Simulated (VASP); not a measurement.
Here is a VASP 6.6.1 calculation.

Contents of INCAR:

```
PREC = Accurate
ENCUT = 520
EDIFF = 1E-7
ISMEAR = 0
SIGMA = 0.15
LREAL = F
LASPH = T
NELM = 80
ALGO = Fast
ISIF = 2
LWAVE = F
LCHARG = F
GGA = PE
IVDW = 12
NBANDS = 8
```

File KPOINTS:

```
Automatic mesh
0
Gamma
  20 20 20
```

File POSCAR:

```
Al
1.0
   -1.6458166693      1.8156552445      1.6175102401
    1.6458166693     -1.8156552445      1.6175102401
    1.4193652357      1.5892038109     -1.6175102401
Al
1
Direct
    0.0000000000      0.0000000000      0.0000000000
```

Potentials or basis: VASP PAW PBE potentials, release 64 (Al).

Run with:

```sh
$ cat potpaw_PBE.64/Al/POTCAR > POTCAR
$ mpirun -np 1 vasp_std > vasp.out
```

Problem. What does it give for the dispersion energy per atom?

Solution. -0.330 eV.

Problem. What does it give for the pressure?

Solution. -1.2 GPa.

Stress tensor (GPa, compression positive):
```
-2.64  5.85  0.00
 5.85  0.56  0.00
 0.00  0.00 -1.54
```

Caveat: pairwise dispersion overbinds metals, which lowers pressure and volume.
